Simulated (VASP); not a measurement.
# SnO2 (Pm) in VASP: single point with r2SCAN

Aim: the single point of SnO2 with r2SCAN.

Everything below comes from runs of VASP 6.6.1. Logs are shortened: lines on timing, memory, paths and dates and some standing lists are left out, and cuts for length are marked.

**1. The cell of the first run**

It takes space group Pm (No. 6, monoclinic). The conventional cell has a = 4.760 Å, b = 3.201 Å, c = 9.813 Å, α = 90.00°, β = 104.04°, γ = 90.00°. Within 2.7 Å of Sn (site symmetry m) lie 6 O at 2.06 to 2.07 Å. Within 2.7 Å of Sn (site symmetry m) lie 6 O at 2.06 to 2.07 Å. Within 2.7 Å of Sn (site symmetry m) lie 6 O at 2.06 to 2.07 Å. Sn (site symmetry m) has 6 O at 1.72 to 2.35 Å within 2.4 Å. O (site symmetry m) has 3 Sn at 1.72 to 2.07 Å within 2.3 Å. Within 2.7 Å of O (site symmetry m) lie 3 Sn at 2.06 to 2.07 Å and 1 O at 2.61 Å. Within 2.5 Å of O (site symmetry m) lie 1 O at 1.92 Å and 3 Sn at 2.06 to 2.35 Å. O (site symmetry m) has 3 Sn at 2.06 to 2.07 Å and 1 O at 2.61 Å within 2.7 Å.

**2. Single point, r2SCAN**

POSCAR

```
SnO2
1.0
    0.0000000000      0.0000000000     -3.2007107590
   -4.7598182097      0.0000000000      0.0000000000
   -2.3799091048      9.5201150501      0.0000000000
Sn O
4 8
Direct
    0.5000000000      0.3992500000      0.2015000000
    0.5000000000      0.1492500000      0.7015000000
    1.0000000000     -0.2257500000      0.4515000000
    1.0000000000     -0.4757500000      0.9515000000
    0.0000000000      0.6418980803      0.1044791092
    0.0000000000      0.3918980803      0.6044791092
    0.5000000000      0.1698771895      0.0485208908
    0.5000000000     -0.0801228105      0.5485208908
    0.5000000000      0.6286228105      0.3544791092
    0.5000000000      0.3786228105      0.8544791092
    1.0000000000      0.1566019197      0.2985208908
    1.0000000000     -0.0933980803      0.7985208908
```

INCAR.step1

```
SYSTEM = SnO2
ALGO     = Normal         ! electronic algorithm
EDIFF    = 1E-4           ! SCF threshold, eV
ENCUT    = 520            ! plane-wave cutoff, eV
GGA      = PE             ! functional
ISMEAR   = 0              ! smearing method
LASPH    = .True.         ! aspherical terms in the spheres
LCHARG   = .False.        ! write CHGCAR
LREAL    = .False.        ! projectors in reciprocal space
LWAVE    = .True.         ! write WAVECAR
NBANDS   = 64             ! bands
NELM     = 60             ! most SCF steps
PREC     = Accurate       ! precision mode
SIGMA    = 0.05           ! smearing width, eV
```

INCAR.step2

```
SYSTEM = SnO2
ALGO     = Normal         ! electronic algorithm
EDIFF    = 1E-6           ! SCF threshold, eV
ENCUT    = 520            ! plane-wave cutoff, eV
ISIF     = 2              ! what is computed and relaxed
ISMEAR   = 0              ! smearing method
ISTART   = 1            
LASPH    = .True.         ! aspherical terms in the spheres
LCHARG   = .False.        ! write CHGCAR
LMIXTAU  = .True.       
LREAL    = .False.        ! projectors in reciprocal space
LWAVE    = .False.        ! write WAVECAR
METAGGA  = R2SCAN         ! meta-GGA
NBANDS   = 64             ! bands
NELM     = 60             ! most SCF steps
PREC     = Accurate       ! precision mode
SIGMA    = 0.05           ! smearing width, eV
```

KPOINTS

```
k-points
0
Gamma
  8 6 3
  0 0 0
```

Potentials or basis: VASP PAW PBE potentials, release 64 (Sn_d, O).

Launch:

```sh
cat potpaw_PBE.64/Sn_d/POTCAR potpaw_PBE.64/O/POTCAR > POTCAR
cp INCAR.step1 INCAR
mpirun -np 1 vasp_std > vasp.out
cp INCAR.step2 INCAR
mpirun -np 1 vasp_std > vasp.out
```

OUTCAR:

```text
SYSTEM = SnO2
   EDIFF = 1E-6
   ENCUT = 520
   ISIF = 2
   ISMEAR = 0
   ISTART = 1
   LASPH = .True.
   LREAL = .False.
   METAGGA = R2SCAN
   NELM = 60
   PREC = Accurate

 ion  position               nearest neighbor table
   1  0.500  0.399  0.202-   9 2.06   7 2.06  11 2.07  11 2.07   5 2.07   5 2.07   4 2.87   4 2.87
                             3 3.73   3 3.73   3 3.73   3 3.73
   2  0.500  0.149  0.702-  10 2.06   8 2.06  12 2.07  12 2.07   6 2.07   6 2.07   3 3.73   4 3.73
                             3 3.73   4 3.73   4 3.73   3 3.73   3 3.73   4 3.73
   3  0.000  0.774  0.452-   6 2.06  11 2.06   8 2.07   8 2.07   9 2.07   9 2.07   1 3.73   2 3.73
                             1 3.73   2 3.73   2 3.73   1 3.73   1 3.73   2 3.73
   4  0.000  0.524  0.952-   5 1.72  12 2.06  10 2.07  10 2.07   7 2.35   7 2.35   1 2.87   1 2.87
                             2 3.73   2 3.73   2 3.73   2 3.73
   5  0.000  0.642  0.104-   4 1.72   1 2.07   1 2.07
   6  0.000  0.392  0.604-   3 2.06   2 2.07   2 2.07
   7  0.500  0.170  0.049-  10 1.92   1 2.06   4 2.35   4 2.35
   8  0.500  0.920  0.549-   2 2.06   3 2.07   3 2.07
   9  0.500  0.629  0.354-   1 2.06   3 2.07   3 2.07
  10  0.500  0.379  0.854-   7 1.92   2 2.06   4 2.07   4 2.07
  11  0.000  0.157  0.299-   3 2.06   1 2.07   1 2.07
  12  0.000  0.907  0.799-   4 2.06   2 2.07   2 2.07

  LATTYP: Found a base centered orthorhombic cell.
 ALAT       =     4.7598182097
 B/A-ratio  =     4.0002011130
 C/A-ratio  =     0.6724439081

  Lattice vectors:

 A1 = (  -2.3799091049,  -9.5201150501,   0.0000000000)
 A2 = (  -2.3799091048,   9.5201150501,   0.0000000000)
 A3 = (   0.0000000000,   0.0000000000,  -3.2007107590)

Analysis of symmetry for initial positions (statically):
=====================================================================
 Subroutine PRICEL returns:
 Original cell was already a primitive cell.

 Routine SETGRP: Setting up the symmetry group for a
 base centered orthorhombic supercell.

 Subroutine GETGRP returns: Found  2 space group operations
 (whereof  2 operations were pure point group operations)
 out of a pool of  8 trial point group operations.

The static configuration has the point symmetry C_1h.

Analysis of symmetry for dynamics (positions and initial velocities):
=====================================================================
 Subroutine PRICEL returns:
 Original cell was already a primitive cell.

 Routine SETGRP: Setting up the symmetry group for a
 base centered orthorhombic supercell.

 Subroutine GETGRP returns: Found  2 space group operations
[... 159 lines left out ...]
   EFERMI =   0.00;   METHOD = LEGACY
   ISMEAR =     0;   SIGMA  =   0.05  broadening in eV -4-tet -1-fermi 0-gaus
   EFERMI_NEDOS =   21; number of points for ismear=-14 and -15
   IALGO  =     38    algorithm
   IMIX   =      4    mixing-type and parameters
     AMIX     =   0.40;   BMIX     =  1.00
     AMIX_MAG =   1.60;   BMIX_MAG =  1.00
  volume/ion in A,a.u.               =      12.09        81.56
  Fermi-wavevector in a.u.,A,eV,Ry     =   1.465299  2.769014 29.213088  2.147101
  Thomas-Fermi vector in A             =   2.581173
   LORBIT       =      0    0 simple, 1 ext, 2 COOP (PROOUT), +10 PAW based schemes
   METAGGA = R2SCAN    functional components
   LHFCALC =     F    Hartree Fock is set to
   AEXX    =    0.0000 exact exchange contribution
   IVDW    =     0    specifies the selected vdW correction
   LEPSILON=     F    determine dielectric tensor
   LRPA    =     F    only Hartree local field effects (RPA)
 non-spin polarized calculation
 Gauss-broadening in eV      SIGMA  =   0.05
  energy-cutoff  :      520.00
  volume of cell :      145.04
 maximum number of plane-waves:      3940
 NGX is ok and might be reduce to    24
   NGX = 11   NGY = 17   NGZ = 37

 number of electron     103.9999997 magnetization

 Free energy of the ion-electron system (eV)
  ---------------------------------------------------
  ext. energy  EPLUGINS =         0.00000000
  ---------------------------------------------------
  free energy    TOTEN  =      -162.56768509 eV

  energy without entropy =     -162.56608955  energy(sigma->0) =     -162.56688732

 E-fermi :   7.6590     XC(G=0): -11.9352

 val. band max:        7.6135353897   @ k =   0.5000   0.0000   0.3333
 cond. band min:       7.7078844328   @ k =   0.0000   0.0000   0.3333
 fundamental gap:      0.0943490432
 Fermi energy:         7.6589569960

 k-point     1 :       0.0000    0.0000    0.0000
  band No.  band energies     occupation
      1     -17.8909      2.00000
      2     -16.2255      2.00000
      3     -15.8883      2.00000
      4     -15.7125      2.00000
      5     -15.5962      2.00000
      6     -15.5312      2.00000
[... 1597 lines left out ...]
     63      16.7787      0.00000
     64      17.0916      0.00000

 [... further k-points ...]

------------------------ aborting loop because EDIFF is reached ----------------------------------------

  FORCE on cell =-STRESS in cart. coord.  units (eV):
  Direction    XX          YY          ZZ          XY          YZ          ZX
  --------------------------------------------------------------------------------------
  -------------------------------------------------------------------------------------
  Total       -0.7290995     34.3856290      7.7384316     -2.0301245      0.0000000      0.0000000
  in kB       -8.0541251    379.8468795     85.4839414    -22.4261265      0.0000000      0.0000000
  external PRESSURE =     152.4255653 kB  Pullay stress =       0.0000000 kB

 VOLUME and BASIS-vectors are now :
 -----------------------------------------------------------------------------
  energy-cutoff  :      520.00
  volume of cell :      145.04
      direct lattice vectors                 reciprocal lattice vectors
     0.000000000  0.000000000 -3.200710759     0.000000000  0.000000000 -0.312430605
    -4.759818210  0.000000000  0.000000000    -0.210092057 -0.052520374  0.000000000
    -2.379909105  9.520115050  0.000000000     0.000000000  0.105040747  0.000000000

 POSITION                                       TOTAL-FORCE (eV/Angst)
 -----------------------------------------------------------------------------------
     -2.37991      1.91830     -1.60036         2.318149      4.687765      0.000000
     -2.37991      6.67836     -1.60036        -0.650411     -0.777362      0.000000
     -4.75982      4.29833      0.00000        -0.238263     -0.076923      0.000000
     -4.75982      9.05839      0.00000         8.060772    -11.241338      0.000000
     -3.30397      0.99465      0.00000        -5.420709      6.520951      0.000000
     -3.30397      5.75471      0.00000         0.073242     -0.156678      0.000000
     -0.92406      0.46192     -1.60036        -2.012408      6.479222      0.000000
     -5.68388      5.22198     -1.60036        -0.034785      0.187392      0.000000
     -3.83576      3.37468     -1.60036         0.256643     -0.440807      0.000000
     -3.83576      8.13474     -1.60036        -2.298208     -6.522063      0.000000
     -1.45585      2.84195      0.00000        -0.187640      0.585156      0.000000
     -6.21567      7.60201      0.00000         0.133618      0.754685      0.000000
 -----------------------------------------------------------------------------------
    total drift:                               -0.001052     -0.011850     -0.000000

  FREE ENERGIE OF THE ION-ELECTRON SYSTEM (eV)
  ---------------------------------------------------
  free  energy   TOTEN  =      -162.5676850940 eV

  energy  without entropy=     -162.5660895525  energy(sigma->0) =     -162.56688732
```

OUTCAR.step1:

```text
SYSTEM = SnO2
   EDIFF = 1E-4
   ENCUT = 520
   GGA = PE
   ISMEAR = 0
   LASPH = .True.
   LREAL = .False.
   NELM = 60
[... 1895 lines left out ...]
     -3.83576      8.13474     -1.60036        -1.964872     -5.782775      0.000000
     -1.45585      2.84195      0.00000        -0.116222      0.497148      0.000000
     -6.21567      7.60201      0.00000         0.163546      0.734925      0.000000
 -----------------------------------------------------------------------------------
    total drift:                                0.000301     -0.003224     -0.000000

  FREE ENERGIE OF THE ION-ELECTRON SYSTEM (eV)
  ---------------------------------------------------
  free  energy   TOTEN  =       -68.2212344228 eV

  energy  without entropy=      -68.2150480916  energy(sigma->0) =      -68.21814126
```

OSZICAR.step1:

```text
N       E                     dE             d eps       ncg     rms          rms(c)
DAV:   1     0.162078449188E+04    0.16208E+04   -0.48734E+04  7552   0.260E+03
DAV:   2     0.269392643619E+03   -0.13514E+04   -0.12812E+04  6712   0.807E+02
DAV:   3    -0.526305796945E+02   -0.32202E+03   -0.31361E+03  6960   0.283E+02
DAV:   4    -0.807627210348E+02   -0.28132E+02   -0.27805E+02  7848   0.928E+01
DAV:   5    -0.815876381021E+02   -0.82492E+00   -0.82254E+00  7472   0.166E+01    0.233E+01
DAV:   6    -0.681416314022E+02    0.13446E+02   -0.48972E+01 10656   0.770E+01    0.902E+00
DAV:   7    -0.683810660602E+02   -0.23943E+00   -0.77013E+00  8344   0.126E+01    0.520E+00
DAV:   8    -0.682706055928E+02    0.11046E+00   -0.96221E-01  8840   0.628E+00    0.310E+00
DAV:   9    -0.682275584898E+02    0.43047E-01   -0.41646E-01  8304   0.355E+00    0.714E-01
DAV:  10    -0.682197166705E+02    0.78418E-02   -0.75883E-02  9664   0.249E+00    0.224E-01
DAV:  11    -0.682208656595E+02   -0.11490E-02   -0.10827E-02  7256   0.569E-01    0.178E-01
DAV:  12    -0.682212265869E+02   -0.36093E-03   -0.12993E-03  8024   0.325E-01    0.483E-02
DAV:  13    -0.682212344228E+02   -0.78360E-05   -0.26321E-04  5208   0.159E-01
   1 F= -.68221234E+02 E0= -.68218141E+02  d E =-.618633E-02
```

Wall time 18 min (1 thread of Oxide Virtual Turin-like, shared host); peak memory 0.45 GiB.

Results:

```yaml
Free_energy: -162.5677 eV
Pressure: 15.2 GPa
Largest_force: 13.833 eV/Å
Band_gap_on_the_k_mesh: zero (bands 52 and 53 overlap by 0.17 eV)
```

Forces on the atoms (eV/Å):
```
Sn    2.318   4.688   0.000
Sn   -0.650  -0.777   0.000
Sn   -0.238  -0.077   0.000
Sn    8.061 -11.241   0.000
O    -5.421   6.521   0.000
O     0.073  -0.157   0.000
O    -2.012   6.479   0.000
O    -0.035   0.187   0.000
O     0.257  -0.441   0.000
O    -2.298  -6.522   0.000
O    -0.188   0.585   0.000
O     0.134   0.755   0.000
```

Caveat: the cell stands under pressure; semilocal functionals underestimate gaps, so a narrow gap can read as zero; the PAW data sets were made with another functional, which shifts forces and pressure a little; spin-orbit coupling is left out, which moves the levels of the heavy elements.
